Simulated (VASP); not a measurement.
Ta3Ag, 4 atoms in the cell. It takes space group P4/mmm (No. 123, tetragonal). The conventional cell has a = 4.425 Å, b = 4.425 Å, c = 3.660 Å, α = 90.00°, β = 90.00°, γ = 90.00°. Within 3.8 Å of Ta (site symmetry mmm) lie 10 Ta at 2.87 to 3.66 Å and 4 Ag at 2.87 Å. Ta (site symmetry 4/mmm) has 10 Ta at 2.87 to 3.66 Å and 4 Ag at 3.13 Å within 3.8 Å. Ag (site symmetry 4/mmm) has 12 Ta at 2.87 to 3.13 Å and 2 Ag at 3.66 Å within 3.8 Å. 

* Program: VASP 6.6.1
* Task: single point
* Functional: PBE
* Potentials or basis: VASP PAW PBE potentials, release 64 (Ta_pv, Ag)
* Cutoff: 500 eV
* k mesh: 4 × 4 × 6
* Occupations: gaussian, width 0.1 eV
* Spin: no spin polarisation
* Dipole correction: no
* Further INCAR settings: ALGO = Normal; EDIFF = 1e-06; NBANDS = 30

Potentials or basis: VASP PAW PBE potentials, release 64 (Ta_pv, Ag).

Command:

```bash
$ cat potpaw_PBE.64/Ta_pv/POTCAR potpaw_PBE.64/Ag/POTCAR > POTCAR
$ mpirun -np 1 vasp_std > vasp.out
```

Hardware: 1 thread of Intel(R) Xeon(R) Platinum 8259CL CPU @ 2.50GHz (Skylake/Cascade Lake) (shared host).

Question: Estimate the wall time of this run.

Answer: It took 37 s on 1 thread of Intel(R) Xeon(R) Platinum 8259CL CPU @ 2.50GHz (Skylake/Cascade Lake), with other jobs on the host, peak memory 0.19 GiB. Counts: scf iterations 14, k points 24.
